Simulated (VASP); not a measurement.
A run of VASP 6.6.1:

Contents of INCAR:

```
SYSTEM = W
ALGO     = Fast           ! electronic algorithm
EDIFF    = 1E-6           ! SCF threshold, eV
ENCUT    = 520            ! plane-wave cutoff, eV
GGA      = PS             ! functional
ISIF     = 2              ! what is computed and relaxed
ISMEAR   = 0              ! smearing method
LASPH    = .TRUE.         ! aspherical terms in the spheres
LCHARG   = .FALSE.        ! write CHGCAR
LREAL    = .FALSE.        ! projectors in reciprocal space
LWAVE    = .FALSE.        ! write WAVECAR
NBANDS   = 13             ! bands
NELM     = 80             ! most SCF steps
PREC     = Accurate       ! precision mode
SIGMA    = 0.15           ! smearing width, eV
```

Contents of KPOINTS:

```
k-points
0
G
  26 26 26
  0 0 0
```

POSCAR

```
W
1.0
   -1.5535224363      1.5535224363      1.5298647342
    1.5535224363     -1.5535224363      1.5298647342
    1.5535224363      1.5535224363     -1.5298647342
W
1
Direct
    0.0000000000      0.0000000000      0.0000000000
```

Potentials or basis: VASP PAW PBE potentials, release 64 (W_sv).

Command:

```bash
$ cat potpaw_PBE.64/W_sv/POTCAR > POTCAR
$ mpirun -np 1 vasp_std > vasp.out
```

Hardware: 1 thread of Intel Xeon 8259CL, with other jobs on the host.

Estimate the wall time of this run.

It took 6.1 min on 1 thread of Intel Xeon 8259CL, on a shared host, peak memory 0.3 GiB. Counts: scf iterations 13, k points 1330.
